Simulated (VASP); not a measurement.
SiGe3Ru: single point with PBE

Crystal: SiGe3Ru.

```
Si Ge Ru
1.0
     3.98009    0.00000    0.00000
    -1.99004    3.44686    0.00000
     0.00000    0.00000    7.76959
Si Ge Ru
1 3 1
Direct
  0.66667 0.33333 0.00000
  0.33333 0.66667 0.18240
  0.33333 0.66667 0.81760
  0.66667 0.33333 0.50000
  0.33333 0.66667 0.50000
```

The cell was built from a structure type or drawn by symmetry, and may not be a known phase.

```
Program             : VASP 6.6.1
Task                : single point
Functional          : PBE
Potentials or basis : VASP PAW PBE potentials, release 64 (Si, Ge_d, Ru_pv)
Cutoff              : 520 eV
k mesh              : 12 × 12 × 6
Occupations         : gaussian, width 0.1 eV
Spin                : no spin polarisation
```

| Item | Value |
| --- | --- |
| Pressure | 0.1 GPa |
| Largest force | 0.004 eV/Å |
| Band gap on the k mesh | zero (bands 30 and 31 overlap by 1.98 eV) |

Forces on the atoms (eV/Å):
```
Si   0.000  0.000  0.000
Ge   0.000  0.000  0.004
Ge   0.000  0.000 -0.004
Ge   0.000  0.000  0.000
Ru   0.000  0.000  0.000
```

Levels at points of the mesh, in eV from the Fermi level:
```csv
k point,band 27,band 28,band 29,band 30,band 31,band 32,band 33,band 34
"(0.00, 0.00, 0.00)",-1.01,-0.76,-0.76,-0.36,2.24,2.51,2.72,2.72
"(0.50, 0.00, 0.00)",-2.00,-1.99,-1.38,-1.26,0.35,1.48,1.67,1.88
"(0.00, 0.00, 0.50)",-1.92,-0.58,-0.30,-0.30,2.06,2.06,2.99,2.99
"(0.50, 0.00, 0.50)",-2.32,-2.22,-1.19,-1.17,-0.85,0.31,0.38,2.35
```

Wall time 8.1 min on 1 thread of Intel Xeon 8259CL, on a shared host, peak memory 0.41 GiB.
